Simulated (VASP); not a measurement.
A run of VASP 6.6.1 is set up as follows.

File INCAR:

```
PREC     = Accurate       # precision mode
ENCUT    = 520            # plane-wave cutoff, eV
EDIFF    = 1E-7           # SCF threshold, eV
ISMEAR   = 0              # smearing method
SIGMA    = 0.05           # smearing width, eV
LREAL    = False          # projectors in reciprocal space
LASPH    = True           # aspherical terms in the spheres
NELM     = 80             # most SCF steps
ALGO     = Normal         # electronic algorithm
ISIF     = 2              # what is computed and relaxed
LWAVE    = False          # write WAVECAR
LCHARG   = True           # write CHGCAR
GGA      = PS             # functional
LELF     = True           # ELF
LVHAR    = True         
NBANDS   = 11             # bands
```

File KPOINTS:

```
regular mesh
0
Gamma
  9 9 8
```

POSCAR

```
MgO
1.0
    2.9380209034      0.0000000000      0.0000000000
   -1.4690104517      2.5444007392      0.0000000000
    0.0000000000      0.0000000000      2.6796800000
Mg O
1 1
Direct
    0.0393019851      0.0786039702      0.0000000000
    0.3333333333      0.6666666667      0.5000000000
```

Potentials or basis: VASP PAW PBE potentials, release 64 (Mg, O).

The run is started by

```bash
$ cat potpaw_PBE.64/Mg/POTCAR potpaw_PBE.64/O/POTCAR > POTCAR
$ mpirun -np 1 vasp_std > vasp.out
```

(1) What does it give for the band gap on the k mesh?

(2) Predict the pressure.

## Answers

(1) 2.78 eV, indirect (least direct gap 3.34 eV).

(2) -1.4 GPa.

Caveat: the cell differs from its parent crystal (atom 1 (Mg) moved by (+0.200, +0.000) A along y and z); the PAW data sets were made with another functional, which shifts forces and pressure a little.
